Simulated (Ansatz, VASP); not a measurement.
## SnO: VASP and Ansatz over several settings

```
Sn O
1.0
     3.81370    0.00000    0.00000
     0.00000    3.81370    0.00000
     0.00000    0.00000    4.88691
Sn O
2 2
Direct
  0.50000 0.00000 0.76463
  0.00000 0.50000 0.23537
  0.00000 0.00000 0.00000
  0.50000 0.50000 0.00000
```

Single points on this cell with VASP 6.6.1 and Ansatz 0.2.0. Each row is one pair of runs. Alike in all rows: spin: off.

| level | k mesh | smearing | VASP's potentials, cutoff | Ansatz's potentials, cutoff | gap on the k mesh at the Fermi level (eV), VASP | gap on the k mesh at the Fermi level (eV), Ansatz | least direct gap on the mesh (eV), VASP | least direct gap on the mesh (eV), Ansatz | pressure (GPa), VASP | pressure (GPa), Ansatz |
| --- | --- | --- | --- | --- | --- | --- | --- | --- | --- | --- |
| PBE | 3 × 3 × 3 | fermi-dirac, width 0.05 eV | VASP PAW PBE potentials, release 64 (Sn_d, O), 520 eV | Ansatz PAW, 420 eV | 1.14 | 1.12 | 2.05 | 2.08 | 3.6 | 3.4 |
| PBE | 12 × 12 × 10 | fermi-dirac, width 0.05 eV | VASP PAW PBE potentials, release 64 (Sn_d, O), 520 eV | Ansatz PAW, 420 eV | 0.15 | 0.14 | 2.01 | 2.04 | 3.8 | 3.6 |
| PBE | 7 × 7 × 6 | gaussian, width 0.012 eV | VASP PAW PBE potentials, release 64 (Sn_d, O), 520 eV | Ansatz PAW, 420 eV | 0.38 | 0.37 | 2.05 | 2.07 | 3.8 | 3.6 |
| revPBE+D4 | 7 × 7 × 6 | fermi-dirac, width 0.05 eV | VASP PAW PBE potentials, release 64 (Sn_d, O), 600 eV | Ansatz PAW, 420 eV | 0.38 | 0.36 | 2.06 | 2.09 | 1.8 | 1.7 |
| PBE+D4 | 7 × 7 × 6 | fermi-dirac, width 0.05 eV | VASP PAW PBE potentials, release 64 (Sn_d, O), 520 eV | Ansatz PAW, 420 eV | 0.38 | 0.37 | 2.05 | 2.07 | 1.6 | 1.4 |
| r2SCAN-based global hybrid | 4 × 4 × 3 | fermi-dirac, width 0.05 eV | VASP PAW PBE potentials, release 64 (Sn_d, O), 520 eV | Ansatz PAW, 500 eV | 0.70 | 0.67 | 2.88 | 2.90 | -1.0 | -1.5 |
| LDA | 7 × 7 × 6 | fermi-dirac, width 0.05 eV | VASP PAW LDA potentials, release 64 (Sn_d, O), 520 eV | Ansatz PAW, 420 eV | 0.44 | 0.45 | 1.96 | 2.01 | -3.0 | -3.3 |

Gap on the k mesh at the fermi level (eV): the two programs differ by at most 0.025; least direct gap on the mesh (eV): the two programs differ by at most 0.047; pressure (GPa): the two programs differ by at most 0.54.

The k mesh is coarse in some rows, so the values compare programs but aren't converged. Noted on Ansatz's runs: odd divisions of the mesh miss points on the zone boundary, where band edges often lie, so the gap on the mesh can be too wide.
